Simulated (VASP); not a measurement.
Here is a VASP 6.6.1 calculation.

POSCAR

```
LiH
1.0
    0.0000000000      2.0029948335      2.0029948335
    2.0029948335      0.0000000000      2.0029948335
    2.0029948335      2.0029948335      0.0000000000
Li H
1 1
Direct
    0.0000000000      0.0000000000      0.0000000000
    0.5000000000      0.5000000000      0.5000000000
```

INCAR.step1

```
SYSTEM = LiH
ALGO = Normal
EDIFF = 1E-8
ENCUT = 500
GGA = PE
ISMEAR = 0
LASPH = .TRUE.
LCHARG = .FALSE.
LREAL = .FALSE.
LWAVE = .TRUE.
NELM = 60
PREC = Accurate
SIGMA = 0.01
```

File INCAR.step2:

```
SYSTEM = LiH
ALGO = Exact
EDIFF = 1E-8
ENCUT = 500
GGA = PE
ISMEAR = 0
ISTART = 1
LASPH = .TRUE.
LCHARG = .FALSE.
LOPTICS = .TRUE.
LREAL = .FALSE.
LWAVE = .TRUE.
NBANDS = 61
NELM = 1
PREC = Accurate
SIGMA = 0.01
```

INCAR.step3

```
SYSTEM = LiH
ALGO = EVGW0
EDIFF = 1E-8
ENCUT = 500
ENCUTGW = 80.0
GGA = PE
ISMEAR = 0
ISTART = 1
LASPH = .TRUE.
LCHARG = .FALSE.
LREAL = .FALSE.
LWAVE = .FALSE.
NBANDS = 61
NBANDSGW = 9
NELMGW = 1
NOMEGA = 96
OMEGAMAX = 20
PREC = Accurate
PRECFOCK = Fast
SIGMA = 0.01
```

The input KPOINTS:

```
k-points
0
G
  4 4 4
  0 0 0
```

Potentials or basis: VASP PAW PBE potentials, release 64 (Li_GW, H_GW).

Command:

```console
$ cat potpaw_PBE.64/Li_GW/POTCAR potpaw_PBE.64/H_GW/POTCAR > POTCAR
$ cp INCAR.step1 INCAR
$ mpirun -np 1 vasp_std > vasp.out
$ cp INCAR.step2 INCAR
$ mpirun -np 1 vasp_std > vasp.out
$ cp INCAR.step3 INCAR
$ mpirun -np 1 vasp_std > vasp.out
```

Problem. Predict the quasiparticle gap.

Solution. 4.59 eV.

Problem. What does it give for the least direct quasiparticle gap?

Solution. 4.59 eV.

Problem. Estimate the band gap of the starting levels on the mesh.

Solution. 2.97 eV.

Problem. What does it give for the least direct gap of the starting levels on the mesh?

Solution. 2.97 eV.

Caveat: the k points lie up to 0.68 Å⁻¹ apart; bands, screening cutoff and mesh are small and nothing is extrapolated, so the quasiparticle values aren't converged.
